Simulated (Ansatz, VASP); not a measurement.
## CrC5: VASP beside Ansatz

```xyz
6
Lattice="3.3099 0.0000 0.0000 -1.6549 2.8664 0.0000 0.0000 0.0000 7.4647" Properties=species:S:1:pos:R:3 pbc="T T T"
Cr    0.0000    0.0000    0.0000
C     0.0000    1.9109    0.0000
C     1.6549    0.9555    0.0000
C     1.6549    0.0000    3.7324
C     0.8275    1.4332    3.7324
C    -0.8275    1.4332    3.7324
```

Change from the starting cell: species swapped into the YRh5 type (P6/mmm, No. 191).

Alike in both runs: functional PBE; k mesh 12 × 12 × 6; occupations gaussian, width 0.1 eV; collinear spin.

Ansatz relaxed the structure, and its values are those at the end. VASP's run is a single point on that final structure, the one shown.

|  | VASP | Ansatz |
| --- | --- | --- |
| version | VASP 6.6.1 | Ansatz 0.2.0 |
| potentials or method | VASP PAW PBE potentials, release 64 (Cr_pv, C), cutoff 520 eV | scalar-relativistic, plane waves, PAW |
| valence electrons in the cell | 32 | 34 |

```csv
,VASP,Ansatz,Ansatz less VASP
gap on the k mesh at the Fermi level (eV),none,none,-
pressure (GPa),-2.1,0.0,+2.14
net moment per atom (μB),0.00,0.27,+0.265
size of the moment on the site where the two differ most (μB),0.00,1.26,+1.260
```

The net moments are unlike, so the other rows may belong to different states. Site moments also hang on the region over which each program counts them. A gap of «none» marks a metal or a gap that the smearing closes. VASP's potentials hold 32 valence electrons a cell and Ansatz's 34, so a difference there can come from the potentials and not from the codes.
